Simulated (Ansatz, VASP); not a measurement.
**Lu: VASP beside Ansatz**

```
CELL_PARAMETERS angstrom
3.47029 0.00000 0.00000
-1.73514 3.00536 0.00000
0.00000 0.00000 5.38890
ATOMIC_POSITIONS crystal
Lu 0.33333 0.66667 0.25000
Lu 0.66667 0.33333 0.75000
```

Alike in both runs: task single point; functional LDA; k mesh 18 × 18 × 10; occupations fermi-dirac, width 0.1 eV; no spin polarisation.

|  | VASP | Ansatz |
| --- | --- | --- |
| version | VASP 6.6.1 | Ansatz 0.2.0 |
| potentials or method | VASP PAW PBE potentials, release 64 (Lu), cutoff 520 eV | plane waves (420 eV) with PAW, scalar-relativistic |
| valence electrons in the cell | 50 | 50 |

|  | VASP | Ansatz | Ansatz less VASP |
| --- | --- | --- | --- |
| pressure (GPa) | -3.5 | -3.7 | -0.19 |
| traceless stress, the component that is largest in VASP (GPa) | 0.07 | 0.06 | -0.011 |

VASP's potentials were made for PBE, not for LDA, and Ansatz warns of the same on its side. LDA's correlation is that of Perdew and Zunger in VASP and of Perdew and Wang (1992) in Ansatz.

Spin-orbit coupling is off throughout.
